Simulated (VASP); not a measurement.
# In (I4/mmm) in VASP: further runs

In is run at these levels: LDA; tasks: single point.

All numbers are computed with VASP 6.6.1; they aren't measurements. Logs are shortened: lines on timing, memory, paths and dates and some standing lists are left out, and cuts for length are marked.

### Step 1. The cell of the first run

Symmetry: I4/mmm, No. 139, tetragonal system. The conventional cell has a = 3.279 Å, b = 3.279 Å, c = 4.751 Å, α = 90.00°, β = 90.00°, γ = 90.00°. Within 4.3 Å of In (site symmetry 4/mmm) lie 12 In at 3.28 to 3.32 Å.

### Step 2. Single point, LDA (25.54 Å³/atom)

Contents of INCAR:

```
PREC = Accurate
ENCUT = 520
EDIFF = 1E-7
ISMEAR = 0
SIGMA = 0.15
LREAL = F
LASPH = T
NELM = 60
ALGO = Fast
ISIF = 2
LWAVE = F
LCHARG = F
GGA = CA
NBANDS = 12
```

Contents of KPOINTS:

```
Automatic mesh
0
Gamma
  22 22 22
```

Contents of POSCAR:

```
In
1.0
   -1.6393455630      1.6393455630      2.3755756553
    1.6393455630     -1.6393455630      2.3755756553
    1.6393455630      1.6393455630     -2.3755756553
In
1
Direct
    0.0000000000      0.0000000000      0.0000000000
```

Potentials or basis: VASP PAW LDA potentials, release 64 (In_d).

On the command line:

```sh
> cat potpaw_LDA.64/In_d/POTCAR > POTCAR
> mpirun -np 1 vasp_std > vasp.out
```

OUTCAR:

```text
PREC = Accurate
   ENCUT = 520
   EDIFF = 1E-7
   ISMEAR = 0
   LREAL = F
   LASPH = T
   NELM = 60
   ISIF = 2
   GGA = CA

 ion  position               nearest neighbor table
   1  0.000  0.000  0.000-

  LATTYP: Found a body centered tetragonal cell.
 ALAT       =     3.2786911260
 C/A-ratio  =     1.4491000000

  Lattice vectors:

 A1 = (  -1.6393455630,   1.6393455630,   2.3755756553)
 A2 = (   1.6393455630,  -1.6393455630,   2.3755756553)
 A3 = (   1.6393455630,   1.6393455630,  -2.3755756553)

Analysis of symmetry for initial positions (statically):
=====================================================================
 Subroutine PRICEL returns:
 Original cell was already a primitive cell.

 Routine SETGRP: Setting up the symmetry group for a
 body centered tetragonal supercell.

 Subroutine GETGRP returns: Found 16 space group operations
 (whereof 16 operations were pure point group operations)
 out of a pool of 16 trial point group operations.

The static configuration has the point symmetry D_4h.

Analysis of symmetry for dynamics (positions and initial velocities):
=====================================================================
 Subroutine PRICEL returns:
 Original cell was already a primitive cell.

 Routine SETGRP: Setting up the symmetry group for a
 body centered tetragonal supercell.

 Subroutine GETGRP returns: Found 16 space group operations
 (whereof 16 operations were pure point group operations)
 out of a pool of 16 trial point group operations.

The dynamic configuration has the point symmetry D_4h.

 Subroutine INISYM returns: Found 16 space group operations
 (whereof 16 operations are pure point group operations),
 and found     1 'primitive' translations

----------------------------------------------------------------------------------------

                                     Primitive cell

  volume of cell :      25.5370

  direct lattice vectors                    reciprocal lattice vectors
    -1.639345563  1.639345563  2.375575655     0.000000000  0.304999758  0.210475301
     1.639345563 -1.639345563  2.375575655     0.304999758  0.000000000  0.210475301
     1.639345563  1.639345563 -2.375575655     0.304999758  0.304999758  0.000000000

  length of vectors
     3.319377569  3.319377569  3.319377569     0.370573481  0.370573481  0.431334794

  position of ions in fractional coordinates (direct lattice)
     0.000000000  0.000000000  0.000000000

  ion indices of the primitive-cell ions
   primitive index   ion index
                 1           1

----------------------------------------------------------------------------------------

 KPOINTS: Automatic mesh

Automatic generation of k-mesh.
 Grid dimensions read from file:
 generate k-points for:   22   22   22

 Generating k-lattice:

  Cartesian coordinates                     Fractional coordinates (reciprocal lattice)
     0.000000000  0.013863625  0.009567059     0.045454545  0.000000000 -0.000000000
     0.013863625  0.000000000  0.009567059     0.000000000  0.045454545 -0.000000000
     0.013863625  0.013863625  0.000000000     0.000000000  0.000000000  0.045454545

  Length of vectors
     0.016844249  0.016844249  0.019606127

  Shift w.r.t. Gamma in fractional coordinates (k-lattice)
     0.000000000  0.000000000  0.000000000

 Subroutine IBZKPT returns following result:
 ===========================================

 Found    834 irreducible k-points:

 Following reciprocal coordinates:
            Coordinates               Weight
  0.000000  0.000000  0.000000      1.000000
  0.045455  0.000000 -0.000000      8.000000
  0.090909  0.000000 -0.000000      8.000000
  0.136364  0.000000 -0.000000      8.000000
  0.181818  0.000000  0.000000      8.000000
  0.227273 -0.000000  0.000000      8.000000
[... 16 lines left out ...]
  0.500000  0.045455 -0.000000     16.000000
 -0.454545  0.045455 -0.000000     16.000000
 [... further k-points ...]
   k-points           NKPTS =    834   k-points in BZ     NKDIM =    834   number of bands    NBANDS=     12
   number of dos      NEDOS =    301   number of ions     NIONS =      1
   total plane-waves  NPLWV =  21952
   dimension x,y,z NGX =    28 NGY =   28 NGZ =   28
   dimension x,y,z NGXF=    56 NGYF=   56 NGZF=   56
   ions per type =               1
   NGX,Y,Z   is equivalent  to a cutoff of  14.02, 14.02, 14.02 a.u.
   NGXF,Y,Z  is equivalent  to a cutoff of  28.05, 28.05, 28.05 a.u.
 SYSTEM =  unknown system
   PREC   = accura    normal or accurate (medium, high low for compatibility)
   ISTART =      0    job   : 0-new  1-cont  2-samecut
   ICHARG =      2    charge: 1-file 2-atom 10-const
   ISPIN  =      1    spin polarized calculation?
   LNONCOLLINEAR =      F non collinear calculations
   LSORBIT =      F    spin-orbit coupling
   LASPH  =      T    aspherical Exc in radial PAW
   ENCUT  =  520.0 eV  38.22 Ry    6.18 a.u.   6.17  6.17  6.17*2*pi/ulx,y,z
   NELM   =     60;   NELMIN=  2; NELMDL= -5     # of ELM steps
   EDIFF  = 0.1E-06   stopping-criterion for ELM
   LREAL  =      F    real-space projection
   EDIFFG = 0.1E-05   stopping-criterion for IOM
   NSW    =      0    number of steps for IOM
   IBRION =     -1    ionic relax: 0-MD 1-quasi-New 2-CG
   NFREE  =      0    steps in history (QN), initial steepest desc. (CG)
   ISIF   =      2    stress and relaxation
   ISYM   =      2    0-nonsym 1-usesym 2-fastsym
   POTIM  = 0.5000    time-step for ionic-motion
   TEBEG  =    0.0;   TEEND  =   0.0 temperature during run
   PSTRESS=    0.0 pullay stress
   NELECT =      13.0000    total number of electrons
   NUPDOWN=      -1.0000    fix difference up-down
   EMIN   =  10.00;   EMAX   =-10.00  energy-range for DOS
   EFERMI =   0.00;   METHOD = LEGACY
   ISMEAR =     0;   SIGMA  =   0.15  broadening in eV -4-tet -1-fermi 0-gaus
   EFERMI_NEDOS =   21; number of points for ismear=-14 and -15
   IALGO  =     68    algorithm
   IMIX   =      4    mixing-type and parameters
     AMIX     =   0.40;   BMIX     =  1.00
     AMIX_MAG =   1.60;   BMIX_MAG =  1.00
  volume/ion in A,a.u.               =      25.54       172.33
  Fermi-wavevector in a.u.,A,eV,Ry     =   1.307172  2.470196 23.248248  1.708698
  Thomas-Fermi vector in A             =   2.437924
   LORBIT       =      0    0 simple, 1 ext, 2 COOP (PROOUT), +10 PAW based schemes
   GGA     = CA    functional components
   LHFCALC =     F    Hartree Fock is set to
   AEXX    =    0.0000 exact exchange contribution
   IVDW    =     0    specifies the selected vdW correction
   LEPSILON=     F    determine dielectric tensor
   LRPA    =     F    only Hartree local field effects (RPA)
 non-spin polarized calculation
 RMM-DIIS sequential band-by-band and
 Gauss-broadening in eV      SIGMA  =   0.15
  energy-cutoff  :      520.00
  volume of cell :       25.54
 maximum number of plane-waves:       704
 NGX is ok and might be reduce to    28
   NGX = 13   NGY = 13   NGZ = 13

 number of electron      13.0000004 magnetization

 Free energy of the ion-electron system (eV)
  ---------------------------------------------------
  ext. energy  EPLUGINS =         0.00000000
  ---------------------------------------------------
  free energy    TOTEN  =        -3.21438197 eV

  energy without entropy =       -3.20916332  energy(sigma->0) =       -3.21177265

 E-fermi :   7.5064     XC(G=0): -10.6427

 val. band max:        7.5028208654   @ k =  -0.3636   0.4091   0.3182
 cond. band min:       7.5190534129   @ k =   0.2727   0.1364   0.0909
 fundamental gap:      0.0162325475
 Fermi energy:         7.5064342838

 k-point     1 :       0.0000    0.0000    0.0000
  band No.  band energies     occupation
      1      -7.1050      2.00000
      2      -7.0686      2.00000
      3      -7.0686      2.00000
      4      -6.9122      2.00000
      5      -6.8763      2.00000
      6      -2.2369      2.00000
      7      18.1510      0.00000
      8      18.1510      0.00000
      9      18.2153      0.00000
     10      19.1789      0.00000
     11      21.7269      0.00000
     12      21.7644      0.00000

 k-point     2 :       0.0455    0.0000   -0.0000
  band No.  band energies     occupation
      1      -7.1023      2.00000
      2      -7.0679      2.00000
      3      -7.0647      2.00000
      4      -6.9125      2.00000
      5      -6.8772      2.00000
      6      -2.1910      2.00000
      7      17.5289      0.00000
      8      18.0750      0.00000
      9      18.0998      0.00000
     10      19.0608      0.00000
     11      21.8884      0.00000
     12      21.9038      0.00000

 k-point     3 :       0.0909    0.0000   -0.0000
  band No.  band energies     occupation
      1      -7.0966      2.00000
      2      -7.0648      2.00000
      3      -7.0540      2.00000
      4      -6.9123      2.00000
      5      -6.8791      2.00000
      6      -2.0525      2.00000
      7      16.1322      0.00000
      8      17.8510      0.00000
      9      17.8768      0.00000
     10      18.9926      0.00000
     11      22.2892      0.00000
     12      22.3233      0.00000
[... 286 lines left out ...]
 k-point    23 :       0.5000    0.0455   -0.0000
  band No.  band energies     occupation
      1      -7.1533      2.00000
      2      -7.0814      2.00000
      3      -7.0547      2.00000
      4      -6.7410      2.00000
      5      -6.7199      2.00000
      6       3.0368      2.00000
      7       4.1970      2.00000
      8      15.4778      0.00000
      9      15.8669      0.00000
     10      18.1484      0.00000
     11      20.2449      0.00000
     12      20.9665      0.00000

 k-point    24 :      -0.4545    0.0455   -0.0000
  band No.  band energies     occupation
      1      -7.1501      2.00000
      2      -7.0779      2.00000
      3      -7.0516      2.00000
      4      -6.7540      2.00000
      5      -6.7253      2.00000
      6       2.2203      2.00000
      7       5.1625      2.00000
      8      15.4680      0.00000
      9      15.9886      0.00000
     10      18.1754      0.00000
     11      20.4243      0.00000
     12      21.0596      0.00000

 [... further k-points ...]
[... 5 lines left out ...]
  --------------------------------------------------------------------------------------
  -------------------------------------------------------------------------------------
  Total       -0.2811034     -0.2811034     -0.2121317      0.0000000     -0.0000000      0.0000000
  in kB      -17.6362745    -17.6362745    -13.3090248      0.0000000     -0.0000000      0.0000000
  external PRESSURE =     -16.1938579 kB  Pullay stress =       0.0000000 kB

 VOLUME and BASIS-vectors are now :
 -----------------------------------------------------------------------------
  energy-cutoff  :      520.00
  volume of cell :       25.54
      direct lattice vectors                 reciprocal lattice vectors
    -1.639345563  1.639345563  2.375575655     0.000000000  0.304999758  0.210475301
     1.639345563 -1.639345563  2.375575655     0.304999758  0.000000000  0.210475301
     1.639345563  1.639345563 -2.375575655     0.304999758  0.304999758  0.000000000

 POSITION                                       TOTAL-FORCE (eV/Angst)
 -----------------------------------------------------------------------------------
      0.00000      0.00000      0.00000        -0.000000      0.000000     -0.000000
 -----------------------------------------------------------------------------------
    total drift:                               -0.000000     -0.000000     -0.000000

  FREE ENERGIE OF THE ION-ELECTRON SYSTEM (eV)
  ---------------------------------------------------
  free  energy   TOTEN  =        -3.2143819744 eV

  energy  without entropy=       -3.2091633159  energy(sigma->0) =       -3.21177265
```

Run time: 9.3 min. Hardware: 1 thread of Intel Xeon Platinum 8259CL at 2.50GHz (Skylake/Cascade Lake), shared host; peak memory 0.34 GiB.

Results:

```yaml
Free_energy: -3.2144 eV
Pressure: -1.6 GPa
Band_gap_on_the_k_mesh: zero (an odd number of electrons rules out a gap without spin polarisation)
```

Levels at points of the mesh, in eV from the Fermi level:
```
           k point  band 2  band 3  band 4  band 5  band 6  band 7  band 8  band 9  band 10  band 11
(0.00, 0.00, 0.00)  -14.58  -14.58  -14.42  -14.38   -9.74   10.64   10.64   10.71    11.67    14.22
(0.50, 0.00, 0.00)  -14.59  -14.56  -14.24  -14.23   -4.40   -3.47    8.20    8.71    11.02    12.47
(0.50, 0.50, 0.00)  -14.73  -14.25  -14.20  -14.17   -2.21   -1.98    3.85    3.99     7.44     7.70
(0.50, 0.50, 0.50)  -14.72  -14.24  -14.19  -14.19   -2.46   -2.41    4.26    4.26     7.84     7.99
```

Caveat: spin-orbit coupling is left out, which moves the levels of the heavy elements.

### Step 3. Single point, LDA (26.52 Å³/atom)

This run uses another cell than the first one, of 26.52 Å³/atom.

Changes to INCAR since step 2:

```diff
@@ -2,3 +2,3 @@
 ENCUT = 520
-EDIFF = 1E-7
+EDIFF = 1E-6
 ISMEAR = 0
```

KPOINTS is that of step 2.

Contents of POSCAR:

```
In
1.0
   -1.6380127547      1.6380127547      2.4709422405
    1.6380127547     -1.6380127547      2.4709422405
    1.6380127547      1.6380127547     -2.4709422405
In
1
Direct
    0.0000000000      0.0000000000      0.0000000000
```

Potentials or basis: VASP PAW LDA potentials, release 64 (In_d).

On the command line:

```sh
> cat potpaw_LDA.64/In_d/POTCAR > POTCAR
> mpirun -np 1 vasp_std > vasp.out
```

OUTCAR:

```text
PREC = Accurate
   ENCUT = 520
   EDIFF = 1E-6
   ISMEAR = 0
   LREAL = F
   LASPH = T
   NELM = 60
   ISIF = 2
   GGA = CA

 ion  position               nearest neighbor table
   1  0.000  0.000  0.000-

  LATTYP: Found a body centered tetragonal cell.
 ALAT       =     3.2760255094
 C/A-ratio  =     1.5085000000

  Lattice vectors:

 A1 = (  -1.6380127547,   1.6380127547,   2.4709422405)
 A2 = (   1.6380127547,  -1.6380127547,   2.4709422405)
 A3 = (   1.6380127547,   1.6380127547,  -2.4709422405)

Analysis of symmetry for initial positions (statically):
=====================================================================
 Subroutine PRICEL returns:
 Original cell was already a primitive cell.

 Routine SETGRP: Setting up the symmetry group for a
 body centered tetragonal supercell.

 Subroutine GETGRP returns: Found 16 space group operations
 (whereof 16 operations were pure point group operations)
 out of a pool of 16 trial point group operations.

The static configuration has the point symmetry D_4h.

Analysis of symmetry for dynamics (positions and initial velocities):
=====================================================================
[... 163 lines left out ...]
 Fermi energy:         7.0571499075

 k-point     1 :       0.0000    0.0000    0.0000
  band No.  band energies     occupation
      1      -7.5333      2.00000
      2      -7.4428      2.00000
      3      -7.4428      2.00000
      4      -7.3517      2.00000
      5      -7.2621      2.00000
      6      -2.4076      2.00000
      7      17.3621      0.00000
      8      17.3621      0.00000
      9      17.5021      0.00000
     10      18.7093      0.00000
     11      20.9784      0.00000
     12      21.0763      0.00000
[... 331 lines left out ...]
 k-point    24 :      -0.4545    0.0455   -0.0000
  band No.  band energies     occupation
      1      -7.5307      2.00000
      2      -7.4927      2.00000
      3      -7.4246      2.00000
      4      -7.1853      2.00000
      5      -7.1441      2.00000
      6       1.9111      2.00000
      7       4.7947      2.00000
      8      14.3593      0.00000
      9      15.6629      0.00000
     10      17.7830      0.00000
     11      18.9961      0.00000
     12      20.7309      0.00000

 [... further k-points ...]
[... 5 lines left out ...]
  --------------------------------------------------------------------------------------
  -------------------------------------------------------------------------------------
  Total       -0.5238974     -0.5238974     -0.4845708      0.0000000      0.0000000      0.0000000
  in kB      -31.6518945    -31.6518945    -29.2759308      0.0000000      0.0000000      0.0000000
  external PRESSURE =     -30.8599066 kB  Pullay stress =       0.0000000 kB

 VOLUME and BASIS-vectors are now :
 -----------------------------------------------------------------------------
  energy-cutoff  :      520.00
  volume of cell :       26.52
      direct lattice vectors                 reciprocal lattice vectors
    -1.638012755  1.638012755  2.470942240     0.000000000  0.305247928  0.202351958
     1.638012755 -1.638012755  2.470942240     0.305247928  0.000000000  0.202351958
     1.638012755  1.638012755 -2.470942240     0.305247928  0.305247928  0.000000000

 POSITION                                       TOTAL-FORCE (eV/Angst)
 -----------------------------------------------------------------------------------
      0.00000      0.00000      0.00000         0.000000      0.000000     -0.000000
 -----------------------------------------------------------------------------------
    total drift:                                0.000000     -0.000000     -0.000000

  FREE ENERGIE OF THE ION-ELECTRON SYSTEM (eV)
  ---------------------------------------------------
  free  energy   TOTEN  =        -3.2013937685 eV

  energy  without entropy=       -3.1966246159  energy(sigma->0) =       -3.19900919
```

It took 8.1 min on 1 thread of Intel Xeon Platinum 8259CL at 2.50GHz (Skylake/Cascade Lake), shared host; peak memory 0.35 GiB.

Results:

| Property | Result |
| --- | --- |
| Free energy | -3.2014 eV |
| Pressure | -3.1 GPa |
| Band gap on the k mesh | zero (an odd number of electrons rules out a gap without spin polarisation) |

Stress tensor (GPa, compression positive):
```
-3.17  0.00  0.00
 0.00 -3.17  0.00
 0.00  0.00 -2.93
```

Caveat: the cell stands under tension; spin-orbit coupling is left out, which moves the levels of the heavy elements.

(Part 1 of 2 ends here.)
